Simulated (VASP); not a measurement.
A run of VASP 6.6.1 is set up as follows.

The input POSCAR:

```
Ta2N
1.0
    3.1416784087      0.0000000000      0.0000000000
   -1.5708392044      2.7207733125      0.0000000000
    0.0000000000      0.0000000000      4.9661827525
Ta N
2 1
Direct
    0.6666666667      0.3333333333      0.7462728404
    0.3333333333      0.6666666667      0.2537271596
    0.0000000000      0.0000000000      0.0000000000
```

File INCAR.step1:

```
SYSTEM = Ta2N
PREC     = Accurate       ! precision mode
ENCUT    = 520            ! plane-wave cutoff, eV
ISMEAR   = 0              ! smearing method
SIGMA    = 0.1            ! smearing width, eV
LREAL    = .False.        ! projectors in reciprocal space
LASPH    = .True.         ! aspherical terms in the spheres
NELM     = 100            ! most SCF steps
NBANDS   = 20             ! bands
GGA      = PE             ! functional
ALGO     = Normal         ! electronic algorithm
EDIFF    = 1E-4           ! SCF threshold, eV
LWAVE    = .True.         ! write WAVECAR
LCHARG   = .False.        ! write CHGCAR
```

INCAR.step2

```
SYSTEM = Ta2N
PREC     = Accurate       ! precision mode
ENCUT    = 520            ! plane-wave cutoff, eV
EDIFF    = 1E-6           ! SCF threshold, eV
ISMEAR   = 0              ! smearing method
SIGMA    = 0.1            ! smearing width, eV
LREAL    = .False.        ! projectors in reciprocal space
LASPH    = .True.         ! aspherical terms in the spheres
NELM     = 100            ! most SCF steps
ALGO     = Normal         ! electronic algorithm
ISIF     = 2              ! what is computed and relaxed
LWAVE    = .False.        ! write WAVECAR
LCHARG   = .False.        ! write CHGCAR
METAGGA  = R2SCAN         ! meta-GGA
LMIXTAU  = .True.       
NBANDS   = 20             ! bands
ISTART   = 1
```

File KPOINTS:

```
regular mesh
0
Gamma
  15 15 10
  0 0 0
```

Potentials or basis: VASP PAW PBE potentials, release 64 (Ta_pv, N).

Run with:

```bash
$ cat potpaw_PBE.64/Ta_pv/POTCAR potpaw_PBE.64/N/POTCAR > POTCAR
$ cp INCAR.step1 INCAR
$ mpirun -np 1 vasp_std > vasp.out
$ cp INCAR.step2 INCAR
$ mpirun -np 1 vasp_std > vasp.out
```

Problem. Predict the largest force.

Solution. 0.064 eV/Å.

Problem. What does it give for the pressure?

Solution. -14.0 GPa.

Forces in eV/Å, atoms in the order of the input:
```
Ta   0.000  0.000 -0.064
Ta   0.000  0.000  0.064
N    0.000  0.000  0.000
```

Caveat: the cell stands under tension; the PAW data sets were made with another functional, which shifts forces and pressure a little.
